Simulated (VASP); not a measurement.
Here is a VASP 6.6.1 calculation.

Contents of INCAR:

```
PREC     = Accurate       # precision mode
ENCUT    = 520            # plane-wave cutoff, eV
EDIFF    = 1E-6           # SCF threshold, eV
ISMEAR   = -1             # smearing method
SIGMA    = 0.08           # smearing width, eV
LREAL    = F              # projectors in reciprocal space
LASPH    = T              # aspherical terms in the spheres
NELM     = 80             # most SCF steps
ALGO     = Normal         # electronic algorithm
ISIF     = 2              # what is computed and relaxed
LWAVE    = F              # write WAVECAR
LCHARG   = F              # write CHGCAR
GGA      = PE             # functional
NBANDS   = 8              # bands
```

KPOINTS

```
Automatic mesh
0
Gamma
  5 5 4
```

POSCAR

```
P
1.0
    4.2729048574      0.0000000000      0.0000000000
    0.0000000000      4.2729048574      0.0000000000
    0.0000000000      0.0000000000      4.3780000000
P
1
Direct
    0.0000000000      0.0000000000      0.0000000000
```

Potentials or basis: VASP PAW PBE potentials, release 64 (P).

Launch:

```bash
$ cat potpaw_PBE.64/P/POTCAR > POTCAR
$ mpirun -np 1 vasp_std > vasp.out
```

What does it give for the pressure?

-3.3 GPa.

Stress tensor (GPa, compression positive):
```
-3.62  0.00  0.00
 0.00 -3.62  0.00
 0.00  0.00 -2.76
```
